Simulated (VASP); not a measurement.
# MgZn2O3 (P-3m1) in VASP: further runs

The runs below take MgZn2O3 through single point, relaxation of cell and atoms, with PBEsol, r2SCAN, LDA.

Everything below comes from runs of VASP 6.6.1. Logs are shortened: lines on timing, memory, paths and dates and some standing lists are left out, and cuts for length are marked.

## 1. The cell of the first run

The structure is trigonal, space group P-3m1 (No. 164). Conventional cell: a = 3.009 Å, b = 3.009 Å, c = 7.334 Å, α = 90.00°, β = 90.00°, γ = 120.00°. Within 2.8 Å of Mg (site symmetry -3m) lie 6 O at 2.10 Å. Zn (site symmetry 3m) has 6 O at 2.13 to 2.14 Å within 2.8 Å. O (site symmetry 3m) has 3 Mg at 2.10 Å and 3 Zn at 2.14 Å within 2.8 Å. O (site symmetry -3m) has 6 Zn at 2.13 Å within 2.8 Å.

## 2. Single point, PBEsol

File INCAR:

```
SYSTEM = MgZn2O3
PREC     = Accurate       ! precision mode
ENCUT    = 520            ! plane-wave cutoff, eV
EDIFF    = 1E-6           ! SCF threshold, eV
ISMEAR   = -1             ! smearing method
SIGMA    = 0.02           ! smearing width, eV
LREAL    = .False.        ! projectors in reciprocal space
LASPH    = .True.         ! aspherical terms in the spheres
NELM     = 60             ! most SCF steps
ALGO     = Normal         ! electronic algorithm
ISIF     = 2              ! what is computed and relaxed
LWAVE    = .False.        ! write WAVECAR
LCHARG   = .False.        ! write CHGCAR
GGA      = PS             ! functional
NBANDS   = 31             ! bands
```

File KPOINTS:

```
regular mesh
0
Gamma
  12 12 4
  0 0 0
```

File POSCAR:

```
MgZn2O3
1.0
    3.0088124578      0.0000000000      0.0000000000
   -1.5044062289      2.6057080237      0.0000000000
    0.0000000000      0.0000000000      7.3342160131
Mg Zn O
1 2 3
Direct
    0.0000000000      0.0000000000      0.0000000000
    0.3333333333      0.6666666667      0.6682293695
    0.6666666667      0.3333333333      0.3317706305
    0.3333333333      0.6666666667      0.1617355989
    0.6666666667      0.3333333333      0.8382644011
    0.0000000000      0.0000000000      0.5000000000
```

Potentials or basis: VASP PAW PBE potentials, release 64 (Mg, Zn, O).

Command:

```
$ cat potpaw_PBE.64/Mg/POTCAR potpaw_PBE.64/Zn/POTCAR potpaw_PBE.64/O/POTCAR > POTCAR
$ mpirun -np 1 vasp_std > vasp.out
```

OUTCAR:

```text
SYSTEM = MgZn2O3
   PREC = Accurate
   ENCUT = 520
   EDIFF = 1E-6
   ISMEAR = -1
   LREAL = .False.
   LASPH = .True.
   NELM = 60
   ISIF = 2
   GGA = PS

 ion  position               nearest neighbor table
   1  0.000  0.000  0.000-   4 2.10   5 2.10   5 2.10   4 2.10   5 2.10   4 2.10   2 2.99   3 2.99
                             2 2.99   3 2.99   3 2.99   2 2.99
   2  0.333  0.667  0.668-   6 2.13   6 2.13   6 2.13   5 2.14   5 2.14   5 2.14   1 2.99   1 2.99
                             1 2.99   3 3.02   3 3.02   3 3.02
   3  0.667  0.333  0.332-   6 2.13   6 2.13   6 2.13   4 2.14   4 2.14   4 2.14   1 2.99   1 2.99
                             1 2.99   2 3.02   2 3.02   2 3.02
   4  0.333  0.667  0.162-   1 2.10   1 2.10   1 2.10   3 2.14   3 2.14   3 2.14
   5  0.667  0.333  0.838-   1 2.10   1 2.10   1 2.10   2 2.14   2 2.14   2 2.14
   6  0.000  0.000  0.500-   2 2.13   3 2.13   3 2.13   2 2.13   3 2.13   2 2.13

  LATTYP: Found a hexagonal cell.
 ALAT       =     3.0088124578
 C/A-ratio  =     2.4375783190

  Lattice vectors:

 A1 = (   3.0088124578,   0.0000000000,   0.0000000000)
 A2 = (  -1.5044062289,   2.6057080237,   0.0000000000)
 A3 = (   0.0000000000,   0.0000000000,   7.3342160131)

Analysis of symmetry for initial positions (statically):
=====================================================================
 Subroutine PRICEL returns:
 Original cell was already a primitive cell.

 Routine SETGRP: Setting up the symmetry group for a
 hexagonal supercell.

 Subroutine GETGRP returns: Found 12 space group operations
 (whereof 12 operations were pure point group operations)
 out of a pool of 24 trial point group operations.

The static configuration has the point symmetry D_3d.

Analysis of symmetry for dynamics (positions and initial velocities):
=====================================================================
 Subroutine PRICEL returns:
 Original cell was already a primitive cell.

 Routine SETGRP: Setting up the symmetry group for a
 hexagonal supercell.

 Subroutine GETGRP returns: Found 12 space group operations
 (whereof 12 operations were pure point group operations)
 out of a pool of 24 trial point group operations.

The dynamic configuration has the point symmetry D_3d.

 Subroutine INISYM returns: Found 12 space group operations
 (whereof 12 operations are pure point group operations),
 and found     1 'primitive' translations

----------------------------------------------------------------------------------------

                                     Primitive cell

  volume of cell :      57.5009

  direct lattice vectors                    reciprocal lattice vectors
     3.008812458  0.000000000  0.000000000     0.332357039  0.191886426  0.000000000
    -1.504406229  2.605708024  0.000000000     0.000000000  0.383772852  0.000000000
     0.000000000  0.000000000  7.334216013     0.000000000  0.000000000  0.136347225

  length of vectors
     3.008812458  3.008812458  7.334216013     0.383772852  0.383772852  0.136347225

  position of ions in fractional coordinates (direct lattice)
     0.000000000  0.000000000  0.000000000
     0.333333333  0.666666667  0.668229369
     0.666666667  0.333333333  0.331770631
     0.333333333  0.666666667  0.161735599
     0.666666667  0.333333333  0.838264401
     0.000000000  0.000000000  0.500000000

  ion indices of the primitive-cell ions
   primitive index   ion index
                 1           1
                 2           2
                 3           3
                 4           4
                 5           5
                 6           6

----------------------------------------------------------------------------------------

 KPOINTS: regular mesh

Automatic generation of k-mesh.
 Grid dimensions read from file:
 generate k-points for:   12   12    4

 Generating k-lattice:

  Cartesian coordinates                     Fractional coordinates (reciprocal lattice)
     0.027696420  0.015990536  0.000000000     0.083333333 -0.000000000  0.000000000
     0.000000000  0.031981071  0.000000000     0.000000000  0.083333333  0.000000000
     0.000000000  0.000000000  0.034086806     0.000000000  0.000000000  0.250000000

  Length of vectors
     0.031981071  0.031981071  0.034086806

  Shift w.r.t. Gamma in fractional coordinates (k-lattice)
     0.000000000  0.000000000  0.000000000

 Subroutine IBZKPT returns following result:
 ===========================================

 Found     69 irreducible k-points:

 Following reciprocal coordinates:
            Coordinates               Weight
  0.000000  0.000000  0.000000      1.000000
  0.083333  0.000000  0.000000      6.000000
  0.166667  0.000000  0.000000      6.000000
  0.250000  0.000000  0.000000      6.000000
  0.333333  0.000000  0.000000      6.000000
  0.416667 -0.000000  0.000000      6.000000
[... 16 lines left out ...]
  0.166667  0.000000  0.250000      6.000000
  0.000000  0.166667  0.250000      6.000000
 [... further k-points ...]
   k-points           NKPTS =     69   k-points in BZ     NKDIM =     69   number of bands    NBANDS=     31
   number of dos      NEDOS =    301   number of ions     NIONS =      6
   total plane-waves  NPLWV =  32256
   dimension x,y,z NGX =    24 NGY =   24 NGZ =   56
   dimension x,y,z NGXF=    48 NGYF=   48 NGZF=  112
   ions per type =               1   2   3
   NGX,Y,Z   is equivalent  to a cutoff of  13.26, 13.26, 12.69 a.u.
   NGXF,Y,Z  is equivalent  to a cutoff of  26.52, 26.52, 25.39 a.u.
 SYSTEM =  MgZn2O3
   PREC   = accura    normal or accurate (medium, high low for compatibility)
   ISTART =      0    job   : 0-new  1-cont  2-samecut
   ICHARG =      2    charge: 1-file 2-atom 10-const
   ISPIN  =      1    spin polarized calculation?
   LNONCOLLINEAR =      F non collinear calculations
   LSORBIT =      F    spin-orbit coupling
   LASPH  =      T    aspherical Exc in radial PAW
   ENCUT  =  520.0 eV  38.22 Ry    6.18 a.u.   5.59  5.59 13.64*2*pi/ulx,y,z
   NELM   =     60;   NELMIN=  2; NELMDL= -5     # of ELM steps
   EDIFF  = 0.1E-05   stopping-criterion for ELM
   LREAL  =      F    real-space projection
   EDIFFG = 0.1E-04   stopping-criterion for IOM
   NSW    =      0    number of steps for IOM
   IBRION =     -1    ionic relax: 0-MD 1-quasi-New 2-CG
   NFREE  =      0    steps in history (QN), initial steepest desc. (CG)
   ISIF   =      2    stress and relaxation
   ISYM   =      2    0-nonsym 1-usesym 2-fastsym
   POTIM  = 0.5000    time-step for ionic-motion
   TEBEG  =    0.0;   TEEND  =   0.0 temperature during run
   PSTRESS=    0.0 pullay stress
   NELECT =      44.0000    total number of electrons
   NUPDOWN=      -1.0000    fix difference up-down
   EMIN   =  10.00;   EMAX   =-10.00  energy-range for DOS
   EFERMI =   0.00;   METHOD = LEGACY
   ISMEAR =    -1;   SIGMA  =   0.02  broadening in eV -4-tet -1-fermi 0-gaus
   EFERMI_NEDOS =   21; number of points for ismear=-14 and -15
   IALGO  =     38    algorithm
   IMIX   =      4    mixing-type and parameters
     AMIX     =   0.40;   BMIX     =  1.00
     AMIX_MAG =   1.60;   BMIX_MAG =  1.00
  volume/ion in A,a.u.               =       9.58        64.67
  Fermi-wavevector in a.u.,A,eV,Ry     =   1.497387  2.829652 30.506565  2.242169
  Thomas-Fermi vector in A             =   2.609282
   LORBIT       =      0    0 simple, 1 ext, 2 COOP (PROOUT), +10 PAW based schemes
   GGA     = PS    functional components
   LHFCALC =     F    Hartree Fock is set to
   AEXX    =    0.0000 exact exchange contribution
   IVDW    =     0    specifies the selected vdW correction
   LEPSILON=     F    determine dielectric tensor
   LRPA    =     F    only Hartree local field effects (RPA)
 non-spin polarized calculation
  energy-cutoff  :      520.00
  volume of cell :       57.50
 maximum number of plane-waves:      1571
 NGX is ok and might be reduce to    24
   NGX = 11   NGY = 11   NGZ = 27

 number of electron      44.0000002 magnetization

 Free energy of the ion-electron system (eV)
  ---------------------------------------------------
  ext. energy  EPLUGINS =         0.00000000
  ---------------------------------------------------
  free energy    TOTEN  =       -31.50040067 eV

  energy without entropy =      -31.50040067  energy(sigma->0) =      -31.50040067

 E-fermi :   3.2733     XC(G=0): -12.1783

 val. band max:        2.8979101043   @ k =   0.0000   0.0000   0.0000
 cond. band min:       4.7497081859   @ k =   0.0000   0.0000   0.0000
 fundamental gap:      1.8517980816
 Fermi energy:         3.2733334082

 k-point     1 :       0.0000    0.0000    0.0000
  band No.  band energies     occupation
      1     -15.3764      2.00000
      2     -14.4109      2.00000
      3     -14.2982      2.00000
      4      -3.5054      2.00000
      5      -2.6406      2.00000
      6      -2.4565      2.00000
[... 23 lines left out ...]
     30      17.9633      0.00000
     31      17.9633      0.00000

 k-point     2 :       0.0833    0.0000    0.0000
  band No.  band energies     occupation
      1     -15.3067      2.00000
      2     -14.3751      2.00000
      3     -14.2587      2.00000
      4      -3.4431      2.00000
      5      -2.7770      2.00000
      6      -2.4336      2.00000
[... 23 lines left out ...]
     30      16.9625      0.00000
     31      18.0180      0.00000

 k-point     3 :       0.1667    0.0000    0.0000
  band No.  band energies     occupation
      1     -15.1079      2.00000
      2     -14.2762      2.00000
      3     -14.1499      2.00000
      4      -3.2868      2.00000
      5      -2.9285      2.00000
      6      -2.3829      2.00000
[... 23 lines left out ...]
     30      16.7231      0.00000
     31      16.9962      0.00000

 k-point     4 :       0.2500    0.0000    0.0000
  band No.  band energies     occupation
      1     -14.8123      2.00000
      2     -14.1392      2.00000
      3     -14.0003      2.00000
      4      -3.1875      2.00000
      5      -2.9817      2.00000
      6      -2.3595      2.00000
[... 635 lines left out ...]
     30      17.2340      0.00000
     31      17.7110      0.00000

 k-point    23 :       0.1667    0.0000    0.2500
  band No.  band energies     occupation
      1     -15.0403      2.00000
      2     -14.5306      2.00000
      3     -13.9580      2.00000
      4      -3.4958      2.00000
      5      -2.7374      2.00000
      6      -2.3935      2.00000
[... 23 lines left out ...]
     30      16.5566      0.00000
     31      16.8488      0.00000

 k-point    24 :       0.0000    0.1667    0.2500
  band No.  band energies     occupation
      1     -15.0428      2.00000
      2     -14.5245      2.00000
      3     -13.9618      2.00000
      4      -3.4659      2.00000
      5      -2.7211      2.00000
      6      -2.3845      2.00000
[... 23 lines left out ...]
     30      16.5397      0.00000
     31      16.9936      0.00000

 [... further k-points ...]
[... 5 lines left out ...]
  --------------------------------------------------------------------------------------
  -------------------------------------------------------------------------------------
  Total        0.2257440      0.2257440      0.2176222      0.0000000      0.0000000      0.0000000
  in kB        6.2900234      6.2900234      6.0637213      0.0000000      0.0000000      0.0000000
  external PRESSURE =       6.2145894 kB  Pullay stress =       0.0000000 kB

 VOLUME and BASIS-vectors are now :
 -----------------------------------------------------------------------------
  energy-cutoff  :      520.00
  volume of cell :       57.50
      direct lattice vectors                 reciprocal lattice vectors
     3.008812458  0.000000000  0.000000000     0.332357039  0.191886426  0.000000000
    -1.504406229  2.605708024  0.000000000     0.000000000  0.383772852  0.000000000
     0.000000000  0.000000000  7.334216013     0.000000000  0.000000000  0.136347225

 POSITION                                       TOTAL-FORCE (eV/Angst)
 -----------------------------------------------------------------------------------
      0.00000      0.00000      0.00000        -0.000000      0.000000      0.000000
     -0.00000      1.73714      4.90094        -0.000000      0.000000      0.007773
      1.50441      0.86857      2.43328        -0.000000      0.000000     -0.007773
     -0.00000      1.73714      1.18620         0.000000     -0.000000     -0.073606
      1.50441      0.86857      6.14801         0.000000      0.000000      0.073606
      0.00000      0.00000      3.66711        -0.000000      0.000000      0.000000
 -----------------------------------------------------------------------------------
    total drift:                                0.000000     -0.000000      0.000000

  FREE ENERGIE OF THE ION-ELECTRON SYSTEM (eV)
  ---------------------------------------------------
  free  energy   TOTEN  =       -31.5004006723 eV

  energy  without entropy=      -31.5004006722  energy(sigma->0) =      -31.50040067
```

It took 88 s on 1 thread of AMD EPYC 9R45 (Zen 5), shared host; peak memory 0.22 GiB.

Results:

| Item | Value |
| --- | --- |
| Free energy | -31.5004 eV |
| Pressure | 0.6 GPa |
| Largest force | 0.074 eV/Å |
| Band gap on the k mesh | 1.85 eV |

Forces in eV/Å, atoms in the order of the input:
```
Mg   0.000  0.000  0.000
Zn   0.000  0.000  0.008
Zn   0.000  0.000 -0.008
O    0.000  0.000 -0.074
O    0.000  0.000  0.074
O    0.000  0.000  0.000
```

Levels at points of the mesh, in eV from the valence-band top:
```
           k point  band 19  band 20  band 21  band 22  band 23  band 24  band 25  band 26
(0.00, 0.00, 0.00)    -0.94    -0.94     0.00     0.00     1.85     5.52     5.61    10.49
(0.50, 0.00, 0.00)    -1.67    -1.20    -0.73    -0.32     5.26     6.92     7.36     9.06
(0.00, 0.00, 0.50)    -0.59    -0.59    -0.10    -0.10     3.22     4.12     5.97    10.46
(0.50, 0.00, 0.50)    -2.14    -1.55    -0.15    -0.11     5.68     5.98     7.32     9.48
```

Caveat: the PAW data sets were made with another functional, which shifts forces and pressure a little.

(Continued in part 2 of 2.)
